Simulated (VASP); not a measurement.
Runs of VASP 6.6.1 on Cu. The structure is that of space group P6_3/mmc (No. 194), or close to it. The cells are those of the table. This isn't the form of Cu at room conditions, which is fcc.

```tsv
level	potentials or basis	cell	gap on the mesh (eV)	pressure (GPa)
r2SCAN	VASP PAW PBE potentials, release 64 (Cu)	a = 2.531, b = 2.531, c = 8.262 Å, angles 90.0, 90.0, 120.0°, 4 atoms	none	(b)
r2SCAN	VASP PAW PBE potentials, release 64 (Cu)	a = 2.479, b = 2.479, c = 8.093 Å, angles 90.0, 90.0, 120.0°, 4 atoms	none	12.3
LDA	VASP PAW LDA potentials, release 64 (Cu)	a = 2.514, b = 2.514, c = 8.206 Å, angles 90.0, 90.0, 120.0°, 4 atoms	none	(a)
LDA	VASP PAW LDA potentials, release 64 (Cu)	a = 2.548, b = 2.548, c = 8.317 Å, angles 90.0, 90.0, 120.0°, 4 atoms	none	-10.0
LDA	VASP PAW LDA potentials, release 64 (Cu)	a = 2.580, b = 2.580, c = 8.424 Å, angles 90.0, 90.0, 120.0°, 4 atoms	none	-14.7
```

Alike in all rows: task single point; no spin polarisation; k mesh 12 × 12 × 4; cutoff (eV) 520; smearing fermi-dirac 0.05 eV.

Question: Fill in the values left out.

Answer: (a) -3.8; (b) 0.6.

Caveats: the cell stands under tension (at least some runs); the PAW data sets were made with another functional, which shifts forces and pressure a little (at least some runs); the cell stands under pressure (at least some runs).

A gap of «none» marks levels without a gap at the run's occupations.
